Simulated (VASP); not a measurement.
# MoS2 (P-3m1) in VASP: notebook

MoS2 is run at these levels: LDA; tasks: single point.

Program: VASP 6.6.1. These are calculated values, not measurements. Logs are shortened: lines on timing, memory, paths and dates and some standing lists are left out, and cuts for length are marked.

## 1. The cell of the first run

It takes space group P-3m1 (No. 164, trigonal). The conventional cell has a = 3.116 Å, b = 3.116 Å, c = 6.095 Å, α = 90.00°, β = 90.00°, γ = 120.00°. Mo (site symmetry -3m) has 6 S at 2.34 Å within 3.1 Å. Within 3.1 Å of S (site symmetry 3m) lie 3 Mo at 2.34 Å.

## 2. Single point, LDA

The input, INCAR:

```
PREC = Accurate ; ENCUT = 520
EDIFF = 1E-6 ; ISMEAR = -1
SIGMA = 0.1 ; LREAL = False
LASPH = True ; NELM = 100
ALGO = Normal ; ISIF = 2
LWAVE = False ; LCHARG = False
NBANDS = 20
```

The input, KPOINTS:

```
Automatic mesh
0
Gamma
  10 10 5
```

The input, POSCAR:

```
MoS2
1.0
    3.1160783692      0.0000000000      0.0000000000
   -1.5580391846      2.6986104142      0.0000000000
    0.0000000000      0.0000000000      6.0946227756
Mo S
1 2
Direct
    0.0000000000      0.0000000000      0.5000000000
    0.3333333333      0.6666666667      0.2553200000
    0.6666666667      0.3333333333      0.7446800000
```

Potentials or basis: VASP PAW LDA potentials, release 64 (Mo_sv, S).

On the command line:

```console
$ cat potpaw_LDA.64/Mo_sv/POTCAR potpaw_LDA.64/S/POTCAR > POTCAR
$ mpirun -np 1 vasp_std > vasp.out
```

OUTCAR:

```text
PREC = Accurate
   ENCUT = 520
   EDIFF = 1E-6
   ISMEAR = -1
   LREAL = False
   LASPH = True
   NELM = 100
   ISIF = 2

 ion  position               nearest neighbor table
   1  0.000  0.000  0.500-   2 2.34   3 2.34   3 2.34   2 2.34   3 2.34   2 2.34
   2  0.333  0.667  0.255-   1 2.34   1 2.34   1 2.34
   3  0.667  0.333  0.745-   1 2.34   1 2.34   1 2.34

  LATTYP: Found a hexagonal cell.
 ALAT       =     3.1160783692
 C/A-ratio  =     1.9558631246

  Lattice vectors:

 A1 = (   3.1160783692,   0.0000000000,   0.0000000000)
 A2 = (  -1.5580391846,   2.6986104142,   0.0000000000)
 A3 = (   0.0000000000,   0.0000000000,   6.0946227756)

Analysis of symmetry for initial positions (statically):
=====================================================================
 Subroutine PRICEL returns:
 Original cell was already a primitive cell.

 Routine SETGRP: Setting up the symmetry group for a
 hexagonal supercell.

 Subroutine GETGRP returns: Found 12 space group operations
 (whereof 12 operations were pure point group operations)
 out of a pool of 24 trial point group operations.

The static configuration has the point symmetry D_3d.

Analysis of symmetry for dynamics (positions and initial velocities):
=====================================================================
 Subroutine PRICEL returns:
 Original cell was already a primitive cell.

 Routine SETGRP: Setting up the symmetry group for a
 hexagonal supercell.

 Subroutine GETGRP returns: Found 12 space group operations
 (whereof 12 operations were pure point group operations)
 out of a pool of 24 trial point group operations.

The dynamic configuration has the point symmetry D_3d.

 Subroutine INISYM returns: Found 12 space group operations
 (whereof 12 operations are pure point group operations),
 and found     1 'primitive' translations

----------------------------------------------------------------------------------------

                                     Primitive cell

  volume of cell :      51.2502

  direct lattice vectors                    reciprocal lattice vectors
     3.116078369  0.000000000  0.000000000     0.320916191  0.185280542  0.000000000
    -1.558039185  2.698610414  0.000000000     0.000000000  0.370561084  0.000000000
     0.000000000  0.000000000  6.094622776     0.000000000  0.000000000  0.164079064

  length of vectors
     3.116078369  3.116084766  6.094622776     0.370561845  0.370561084  0.164079064

  position of ions in fractional coordinates (direct lattice)
     0.000000000  0.000000000  0.500000000
     0.333333333  0.666666667  0.255320000
     0.666666667  0.333333333  0.744680000

  ion indices of the primitive-cell ions
   primitive index   ion index
                 1           1
                 2           2
                 3           3

----------------------------------------------------------------------------------------

 KPOINTS: Automatic mesh

Automatic generation of k-mesh.
 Grid dimensions read from file:
 generate k-points for:   10   10    5

 Generating k-lattice:

  Cartesian coordinates                     Fractional coordinates (reciprocal lattice)
     0.032091619  0.018528054  0.000000000     0.100000000  0.000000000  0.000000000
     0.000000000  0.037056108  0.000000000     0.000000000  0.100000000  0.000000000
     0.000000000  0.000000000  0.032815813     0.000000000  0.000000000  0.200000000

  Length of vectors
     0.037056184  0.037056108  0.032815813

  Shift w.r.t. Gamma in fractional coordinates (k-lattice)
     0.000000000  0.000000000  0.000000000

 Subroutine IBZKPT returns following result:
 ===========================================

 Found     58 irreducible k-points:

 Following reciprocal coordinates:
            Coordinates               Weight
  0.000000  0.000000  0.000000      1.000000
  0.100000 -0.000000  0.000000      6.000000
  0.200000 -0.000000  0.000000      6.000000
  0.300000  0.000000  0.000000      6.000000
  0.400000 -0.000000  0.000000      6.000000
  0.500000  0.000000  0.000000      3.000000
[... 16 lines left out ...]
  0.000000  0.400000  0.200000      6.000000
  0.500000  0.000000  0.200000      6.000000
 [... further k-points ...]
   k-points           NKPTS =     58   k-points in BZ     NKDIM =     58   number of bands    NBANDS=     20
   number of dos      NEDOS =    301   number of ions     NIONS =      3
   total plane-waves  NPLWV =  27648
   dimension x,y,z NGX =    24 NGY =   24 NGZ =   48
   dimension x,y,z NGXF=    48 NGYF=   48 NGZF=   96
   ions per type =               1   2
   NGX,Y,Z   is equivalent  to a cutoff of  12.80, 12.80, 13.09 a.u.
   NGXF,Y,Z  is equivalent  to a cutoff of  25.61, 25.61, 26.19 a.u.
 SYSTEM =  unknown system
   PREC   = accura    normal or accurate (medium, high low for compatibility)
   ISTART =      0    job   : 0-new  1-cont  2-samecut
   ICHARG =      2    charge: 1-file 2-atom 10-const
   ISPIN  =      1    spin polarized calculation?
   LNONCOLLINEAR =      F non collinear calculations
   LSORBIT =      F    spin-orbit coupling
   LASPH  =      T    aspherical Exc in radial PAW
   ENCUT  =  520.0 eV  38.22 Ry    6.18 a.u.   5.79  5.79 11.33*2*pi/ulx,y,z
   NELM   =    100;   NELMIN=  2; NELMDL= -5     # of ELM steps
   EDIFF  = 0.1E-05   stopping-criterion for ELM
   LREAL  =      F    real-space projection
   EDIFFG = 0.1E-04   stopping-criterion for IOM
   NSW    =      0    number of steps for IOM
   IBRION =     -1    ionic relax: 0-MD 1-quasi-New 2-CG
   NFREE  =      0    steps in history (QN), initial steepest desc. (CG)
   ISIF   =      2    stress and relaxation
   ISYM   =      2    0-nonsym 1-usesym 2-fastsym
   POTIM  = 0.5000    time-step for ionic-motion
   TEBEG  =    0.0;   TEEND  =   0.0 temperature during run
   PSTRESS=    0.0 pullay stress
   NELECT =      26.0000    total number of electrons
   NUPDOWN=      -1.0000    fix difference up-down
   EMIN   =  10.00;   EMAX   =-10.00  energy-range for DOS
   EFERMI =   0.00;   METHOD = LEGACY
   ISMEAR =    -1;   SIGMA  =   0.10  broadening in eV -4-tet -1-fermi 0-gaus
   EFERMI_NEDOS =   21; number of points for ismear=-14 and -15
   IALGO  =     38    algorithm
   IMIX   =      4    mixing-type and parameters
     AMIX     =   0.40;   BMIX     =  1.00
     AMIX_MAG =   1.60;   BMIX_MAG =  1.00
  volume/ion in A,a.u.               =      17.08       115.28
  Fermi-wavevector in a.u.,A,eV,Ry     =   1.305672  2.467363 23.194938  1.704780
  Thomas-Fermi vector in A             =   2.436526
   LORBIT       =      0    0 simple, 1 ext, 2 COOP (PROOUT), +10 PAW based schemes
   GGA     = CA    functional components
   LHFCALC =     F    Hartree Fock is set to
   AEXX    =    0.0000 exact exchange contribution
   IVDW    =     0    specifies the selected vdW correction
   LEPSILON=     F    determine dielectric tensor
   LRPA    =     F    only Hartree local field effects (RPA)
 non-spin polarized calculation
  energy-cutoff  :      520.00
  volume of cell :       51.25
 maximum number of plane-waves:      1402
 NGX is ok and might be reduce to    24
   NGX = 11   NGY = 11   NGZ = 23

 number of electron      26.0000003 magnetization

 Free energy of the ion-electron system (eV)
  ---------------------------------------------------
  ext. energy  EPLUGINS =         0.00000000
  ---------------------------------------------------
  free energy    TOTEN  =       -23.50121506 eV

  energy without entropy =      -23.46525657  energy(sigma->0) =      -23.48323582

 E-fermi :   8.1704     XC(G=0): -11.2664

 val. band max:        8.1583309114   @ k =   0.2000   0.2000   0.4000
 cond. band min:       8.2774590625   @ k =   0.3000   0.3000   0.4000
 fundamental gap:      0.1191281511
 Fermi energy:         8.1704097025

 k-point     1 :       0.0000    0.0000    0.0000
  band No.  band energies     occupation
      1     -53.2450      2.00000
      2     -27.5887      2.00000
      3     -27.4248      2.00000
      4     -27.4247      2.00000
      5      -7.3231      2.00000
      6      -5.5148      2.00000
[... 12 lines left out ...]
     19      15.1296      0.00000
     20      17.7369      0.00000

 k-point     2 :       0.1000   -0.0000    0.0000
  band No.  band energies     occupation
      1     -53.2399      2.00000
      2     -27.5788      2.00000
      3     -27.4738      2.00000
      4     -27.4357      2.00000
      5      -7.1441      2.00000
      6      -5.4900      2.00000
[... 12 lines left out ...]
     19      15.6132      0.00000
     20      17.3067      0.00000

 k-point     3 :       0.2000   -0.0000    0.0000
  band No.  band energies     occupation
      1     -53.2265      2.00000
      2     -27.6010      2.00000
      3     -27.5521      2.00000
      4     -27.4643      2.00000
      5      -6.6459      2.00000
      6      -5.4207      2.00000
[... 12 lines left out ...]
     19      16.4436      0.00000
     20      17.1191      0.00000

 k-point     4 :       0.3000    0.0000    0.0000
  band No.  band energies     occupation
      1     -53.2099      2.00000
      2     -27.7543      2.00000
      3     -27.5196      2.00000
      4     -27.4995      2.00000
      5      -5.9814      2.00000
      6      -5.2818      2.00000
[... 12 lines left out ...]
     19      15.5722      0.00000
     20      16.3621      0.00000

 k-point     5 :       0.4000   -0.0000    0.0000
  band No.  band energies     occupation
      1     -53.1964      2.00000
      2     -27.8758      2.00000
      3     -27.5277      2.00000
      4     -27.4930      2.00000
      5      -5.5869      2.00000
      6      -4.8674      2.00000
[... 12 lines left out ...]
     19      15.2076      0.00000
     20      16.1390      0.00000

 k-point     6 :       0.5000    0.0000    0.0000
  band No.  band energies     occupation
      1     -53.1913      2.00000
      2     -27.9217      2.00000
      3     -27.5385      2.00000
      4     -27.4828      2.00000
      5      -5.5220      2.00000
      6      -4.5477      2.00000
[... 12 lines left out ...]
     19      15.6513      0.00000
     20      16.7023      0.00000

 k-point     7 :       0.1000    0.1000    0.0000
  band No.  band energies     occupation
      1     -53.2307      2.00000
      2     -27.5607      2.00000
      3     -27.5581      2.00000
      4     -27.4591      2.00000
      5      -6.8040      2.00000
      6      -5.4439      2.00000
[... 12 lines left out ...]
     19      16.1765      0.00000
     20      17.2796      0.00000
[... 277 lines left out ...]
 k-point    20 :       0.3000    0.0000    0.2000
  band No.  band energies     occupation
      1     -53.2099      2.00000
      2     -27.7543      2.00000
      3     -27.5196      2.00000
      4     -27.4995      2.00000
      5      -5.9952      2.00000
      6      -5.2534      2.00000
[... 12 lines left out ...]
     19      14.9497      0.00000
     20      17.5701      0.00000

 k-point    21 :       0.0000    0.3000    0.2000
  band No.  band energies     occupation
      1     -53.2099      2.00000
      2     -27.7542      2.00000
      3     -27.5196      2.00000
      4     -27.4995      2.00000
      5      -5.8770      2.00000
      6      -5.4127      2.00000
[... 12 lines left out ...]
     19      15.9655      0.00000
     20      16.2641      0.00000

 k-point    22 :       0.4000   -0.0000    0.2000
  band No.  band energies     occupation
      1     -53.1964      2.00000
      2     -27.8758      2.00000
      3     -27.5277      2.00000
      4     -27.4930      2.00000
      5      -5.6535      2.00000
      6      -4.7652      2.00000
[... 12 lines left out ...]
     19      14.5647      0.00000
     20      17.2560      0.00000

 k-point    23 :       0.0000    0.4000    0.2000
  band No.  band energies     occupation
      1     -53.1964      2.00000
      2     -27.8758      2.00000
      3     -27.5278      2.00000
      4     -27.4930      2.00000
      5      -5.5501      2.00000
      6      -4.9186      2.00000
[... 12 lines left out ...]
     19      14.8675      0.00000
     20      16.0422      0.00000

 k-point    24 :       0.5000    0.0000    0.2000
  band No.  band energies     occupation
      1     -53.1913      2.00000
      2     -27.9217      2.00000
      3     -27.5385      2.00000
      4     -27.4828      2.00000
      5      -5.5485      2.00000
      6      -4.5062      2.00000
[... 12 lines left out ...]
     19      14.9461      0.00000
     20      16.0218      0.00000

 [... further k-points ...]
[... 5 lines left out ...]
  --------------------------------------------------------------------------------------
  -------------------------------------------------------------------------------------
  Total        2.8375009      2.8375164      4.6317844     -0.0000000      0.0000000      0.0000000
  in kB       88.7056329     88.7061185    144.7983192     -0.0000000      0.0000000      0.0000000
  external PRESSURE =     107.4033569 kB  Pullay stress =       0.0000000 kB

 VOLUME and BASIS-vectors are now :
 -----------------------------------------------------------------------------
  energy-cutoff  :      520.00
  volume of cell :       51.25
      direct lattice vectors                 reciprocal lattice vectors
     3.116078369  0.000000000  0.000000000     0.320916191  0.185280542  0.000000000
    -1.558039185  2.698610414  0.000000000     0.000000000  0.370561084  0.000000000
     0.000000000  0.000000000  6.094622776     0.000000000  0.000000000  0.164079064

 POSITION                                       TOTAL-FORCE (eV/Angst)
 -----------------------------------------------------------------------------------
      0.00000      0.00000      3.04731        -0.000000      0.000000      0.000000
     -0.00000      1.79907      1.55608         0.000000      0.000000     -1.763417
      1.55804      0.89954      4.53854         0.000000     -0.000000      1.763417
 -----------------------------------------------------------------------------------
    total drift:                                0.000000      0.000000      0.000000

  FREE ENERGIE OF THE ION-ELECTRON SYSTEM (eV)
  ---------------------------------------------------
  free  energy   TOTEN  =       -23.5012150642 eV

  energy  without entropy=      -23.4652565739  energy(sigma->0) =      -23.48323582
```

Run time: 33 s. Hardware: 1 thread of Intel Xeon Platinum 8259CL at 2.50GHz (Skylake/Cascade Lake), shared host; peak memory 0.18 GiB.

Results:

| Item | Value |
| --- | --- |
| Free energy | -23.5012 eV |
| Pressure | 10.7 GPa |
| Largest force | 1.763 eV/Å |
| Band gap on the k mesh | zero (band 13 reaches 8.61 eV, above the bottom of band 14 at 7.87 eV) |

Forces in eV/Å, atoms in the order of the input:
```
Mo   0.000  0.000  0.000
S    0.000  0.000 -1.763
S    0.000  0.000  1.763
```

Levels at points of the mesh, in eV from the Fermi level:
```csv
k point,band 11,band 12,band 13,band 14,band 15,band 16
"(0.00, 0.00, 0.00)",-1.41,-1.18,-1.18,-0.22,-0.22,3.63
"(0.50, 0.00, 0.00)",-3.43,-1.92,-1.85,1.11,1.94,4.02
```

Caveat: forces of over 1 eV/Å act on the atoms, so gaps and moduli don't describe the material at rest.

## 3. Single point, LDA

This run uses another cell than the first one, of 20.88 Å³/atom, 1.222 times its volume.

The input, INCAR:

```
SYSTEM = MoS2
PREC = Accurate
ENCUT = 520
EDIFF = 1E-6
ISMEAR = -1
SIGMA = 0.1
LREAL = .FALSE.
LASPH = .TRUE.
NELM = 80
ALGO = Normal
ISIF = 2
LWAVE = .FALSE.
LCHARG = .FALSE.
NBANDS = 20
```

The input, KPOINTS:

```
regular mesh
0
G
  10 10 5
  0 0 0
```

The input, POSCAR:

```
MoS2
1.0
    3.3316427814      0.0000000000      0.0000000000
   -1.6658213907      2.8852951823      0.0000000000
    0.0000000000      0.0000000000      6.5162372604
Mo S
1 2
Direct
    0.0000000000      0.0000000000      0.5000000000
    0.3333333333      0.6666666667      0.2553200000
    0.6666666667      0.3333333333      0.7446800000
```

Potentials or basis: VASP PAW LDA potentials, release 64 (Mo_sv, S).

On the command line:

```console
$ cat potpaw_LDA.64/Mo_sv/POTCAR potpaw_LDA.64/S/POTCAR > POTCAR
$ mpirun -np 1 vasp_std > vasp.out
```

Run time: 27 s. Hardware: 1 thread of Intel Xeon 6975P-C (Granite Rapids), shared host; peak memory 0.19 GiB.

Results (log left out):

```yaml
Free_energy: -23.1830 eV
Pressure: -15.1 GPa
Largest_force: 1.429 eV/Å
Band_gap_on_the_k_mesh: zero (band 13 reaches 5.94 eV, above the bottom of band 14 at 5.20 eV)
```

Forces in eV/Å, atoms in the order of the input:
```
Mo   0.000  0.000  0.000
S    0.000  0.000  1.429
S    0.000  0.000 -1.429
```

Stress tensor (GPa, compression positive):
```
-15.63   0.00   0.00
  0.00 -15.63   0.00
  0.00   0.00 -13.97
```

Levels at points of the mesh, in eV from the Fermi level:
```
           k point  band 11  band 12  band 13  band 14  band 15  band 16
(0.00, 0.00, 0.00)    -0.87    -0.79    -0.79    -0.32    -0.32     2.85
(0.50, 0.00, 0.00)    -2.91    -1.62    -1.53     0.78     1.47     3.23
```

Caveat: forces of over 1 eV/Å act on the atoms, so gaps and moduli don't describe the material at rest.
